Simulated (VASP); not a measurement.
Set up this calculation in VASP 6.6.1, as the native input.

| Quantity | Value |
| --- | --- |
| Task | single point |
| Functional | PBE |
| Potentials or basis | VASP PAW PBE potentials, release 64 (V_sv, F) |
| Cutoff | 520 eV |
| k mesh | 6 × 6 × 6 |
| Occupations | gaussian, width 0.1 eV |
| Spin | collinear spin, ferromagnetic start |
| Starting moments | [2.0, 2.0, 2.0, 0.0] μB |
| Dipole correction | no |
| Further INCAR settings | ALGO = Normal; EDIFF = 1e-07; NBANDS = 35 |

The structure of V3F lies in POSCAR:

```
V3F
1.0
    0.0000000000      2.9566214238      2.9566214238
    2.9566214238      0.0000000000      2.9566214238
    2.9566214238      2.9566214238      0.0000000000
V F
3 1
Direct
    0.5000000000      0.5000000000      0.5000000000
    0.2500000000      0.2500000000      0.2500000000
    0.7500000000      0.7500000000      0.7500000000
    0.0000000000      0.0000000000      0.0000000000
```

The cell was generated, and may not be a known phase.

One way to write it, as run:

INCAR

```
PREC     = Accurate       # precision mode
ENCUT    = 520            # plane-wave cutoff, eV
EDIFF    = 1E-7           # SCF threshold, eV
ISMEAR   = 0              # smearing method
SIGMA    = 0.1            # smearing width, eV
LREAL    = False          # projectors in reciprocal space
LASPH    = True           # aspherical terms in the spheres
NELM     = 150            # most SCF steps
ALGO     = Normal         # electronic algorithm
ISIF     = 2              # what is computed and relaxed
LWAVE    = False          # write WAVECAR
LCHARG   = True           # write CHGCAR
ISPIN    = 2              # spin polarisation
MAGMOM   = 2 2 2 0        # initial moments
LORBIT   = 11             # projections on sites
LMAXMIX  = 4              # l up to which the mixer works
GGA      = PE             # functional
LELF     = True           # ELF
LVHAR    = True         
NBANDS   = 35             # bands
```

KPOINTS

```
regular mesh
0
Gamma
  6 6 6
```

Potentials or basis: VASP PAW PBE potentials, release 64 (V_sv, F).

The run is started by

```bash
$ cat potpaw_PBE.64/V_sv/POTCAR potpaw_PBE.64/F/POTCAR > POTCAR
$ mpirun -np 1 vasp_std > vasp.out
```

It gave:

The pressure is 0.2 GPa, the net moment is 0.94 μB per cell and the site moments are V -0.10, +0.43 (each value once); F +0.04 μB. The valence electrons inside the program's atomic spheres are V 11.82, 11.51 (each value once); F 6.00.

Caveat: a moment this small can come from the mesh or the smearing.

It took 58 s on 1 thread of AMD EPYC 9R14 (Zen 4), on a shared host, peak memory 0.19 GiB.
